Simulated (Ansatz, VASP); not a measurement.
## One calculation of Sb, two programs

File INCAR:

```
SYSTEM = Sb
PREC = Accurate ; ENCUT = 520
EDIFF = 1E-6 ; ISMEAR = -1
SIGMA = 0.05 ; LREAL = .FALSE.
LASPH = .TRUE. ; NELM = 100
ALGO = Normal ; ISIF = 2
LWAVE = .FALSE. ; LCHARG = .FALSE.
GGA = PS ; NBANDS = 18
```

KPOINTS

```
Automatic mesh
0
G
  7 7 7
  0 0 0
```

POSCAR

```
Sb
1.0
   -4.0300106443      4.0300106443      1.9849769697
    4.0300106443     -4.0300106443      1.9849769697
    4.0300106443      4.0300106443     -1.9849769697
Sb
4
Direct
    0.6512630600      0.1512630600      0.8025261200
    0.1512630600      0.3487369400      0.5000000000
    0.3487369400      0.8487369400      0.1974738800
    0.8487369400      0.6512630600      0.5000000000
```

Contents of input.yaml:

```yaml
crystal:
  lattice:
    - [-4.0300106443, 4.0300106443, 1.9849769697]
    - [4.0300106443, -4.0300106443, 1.9849769697]
    - [4.0300106443, 4.0300106443, -1.9849769697]
  atoms:
    - { symbol: Sb, position: [0.65126306, 0.15126306, 0.80252612] }
    - { symbol: Sb, position: [0.15126306, 0.34873694, 0.5] }
    - { symbol: Sb, position: [0.34873694, 0.84873694, 0.19747388] }
    - { symbol: Sb, position: [0.84873694, 0.65126306, 0.5] }
kpoints:
  mp_grid: { grid: [7, 7, 7] }
  band_path:
    path:
      - [0.0, 0.0, 0.0]
      - [0.0, 0.0, 0.5]
      - [-0.5, 0.5, 0.5]
      - [0.0, 0.0, 0.0]
      - [0.3106510839, 0.3106510839, -0.3106510839]
      - [0.25, 0.25, 0.25]
      - [0.0, 0.5, 0.0]
      - [-0.3106510839, 0.6893489161, 0.3106510839]
    npoints: 6
scf:
  occupations: { method: fermi_dirac, width: 0.05 }
hamiltonian:
  xc: pbesol
  pseudopotentials: { kind: all_electron, lapw: { basis_error: 0.002 } }
output:
  forces: true
  stress: true
  eigenvalues: true
```

Change from the starting cell: strain_z = -0.02.

Alike in both runs: functional PBEsol; k mesh 7 × 7 × 7; occupations fermi-dirac, width 0.05 eV; no spin polarisation.

|  | VASP | Ansatz |
| --- | --- | --- |
| version | VASP 6.6.1 | Ansatz 0.2.0 |
| potentials or method | VASP PAW PBE potentials, release 64 (Sb), cutoff 520 eV | all-electron LAPW, scalar-relativistic |
| task | single point | band structure |

```tsv
	VASP	Ansatz	Ansatz less VASP
gap on the k mesh at the Fermi level (eV)	none	none	-
pressure (GPa)	0.6	0.6	-0.06
traceless stress, the component that is largest in VASP (GPa)	0.81	0.78	-0.026
rms of the force components (eV/Å)	0.010	0.004	-0.0053
```

VASP's potentials were made for PBE, not for PBEsol. Atom by atom the forces differ by 0.005 eV/Å (rms over components). A gap of «none» marks a metal or a gap that the smearing closes. Ansatz ran all-electron here, and VASP with PAW potentials.

Neither program's run includes spin-orbit coupling.
